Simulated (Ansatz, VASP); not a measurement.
One calculation of AlN, two programs

The input INCAR:

```
SYSTEM = AlN
PREC     = Accurate       ! precision mode
ENCUT    = 520            ! plane-wave cutoff, eV
EDIFF    = 1E-7           ! SCF threshold, eV
ISMEAR   = -1             ! smearing method
SIGMA    = 0.02           ! smearing width, eV
LREAL    = .False.        ! projectors in reciprocal space
LASPH    = .True.         ! aspherical terms in the spheres
NELM     = 60             ! most SCF steps
ALGO     = Normal         ! electronic algorithm
ISIF     = 2              ! what is computed and relaxed
LWAVE    = .False.        ! write WAVECAR
LCHARG   = .False.        ! write CHGCAR
GGA      = PE             ! functional
NBANDS   = 11             ! bands
```

The input KPOINTS:

```
regular mesh
0
Gamma
  10 10 10
  0 0 0
```

The input POSCAR:

```
AlN
1.0
   -0.0578990474      2.1925236575      2.1925236575
    2.1925236575     -0.0578990474      2.1925236575
    2.1925236575      2.1925236575     -0.0578990474
Al N
1 1
Direct
   -0.0015609321     -0.0015609321     -0.0015609321
    0.2515609321      0.2515609321      0.2515609321
```

Input for Ansatz:

```yaml
crystal:
  lattice:
    - [-0.0578990474, 2.1925236575, 2.1925236575]
    - [2.1925236575, -0.0578990474, 2.1925236575]
    - [2.1925236575, 2.1925236575, -0.0578990474]
  atoms:
    - { symbol: Al, position: [-0.0015609321, -0.0015609321, -0.0015609321] }
    - { symbol: "N", position: [0.2515609321, 0.2515609321, 0.2515609321] }
kpoints:
  mp_grid: { grid: [10, 10, 10] }
  band_path:
    path:
      - [0.0, 0.0, 0.0]
      - [-0.5, -0.5, 0.0]
      - [-0.375, -0.375, 0.25]
      - [-0.375, 0.0, 0.375]
      - [0.0, 0.0, 0.5]
      - [-0.5, -0.25, 0.25]
      - [0.0, 0.5, 0.5]
    npoints: 1
hamiltonian:
  xc: pbe
scf:
  occupations: { method: fermi_dirac, width: 0.02 }
  n_extra_bands: 4
output:
  forces: true
  stress: true
  eigenvalues: true
```

Change from the starting cell: epitaxial_111 strain +3.0%.

Alike in both runs: task single point; functional PBE; k mesh 10 × 10 × 10; occupations fermi-dirac, width 0.02 eV; no spin polarisation.

|  | VASP | Ansatz |
| --- | --- | --- |
| version | VASP 6.6.1 | Ansatz 0.2.0 |
| potentials or method | VASP PAW PBE potentials, release 64 (Al, N) | plane waves, PAW |
| plane-wave cutoff (eV) | 520 | 420 |
| valence electrons in the cell | 8 | 8 |

```tsv
	VASP	Ansatz	Ansatz less VASP
gap on the k mesh at the Fermi level (eV)	3.08	3.08	+0.008
pressure (GPa)	-5.0	-4.8	+0.27
traceless stress, the component that is largest in VASP (GPa)	4.47	4.43	-0.034
rms of the force components (eV/Å)	0.020	0.019	-0.0003
```

Atom by atom the forces differ by 0.000 eV/Å (rms over components). With one functional, cell and mesh, what is left measures potentials, basis and numerics.
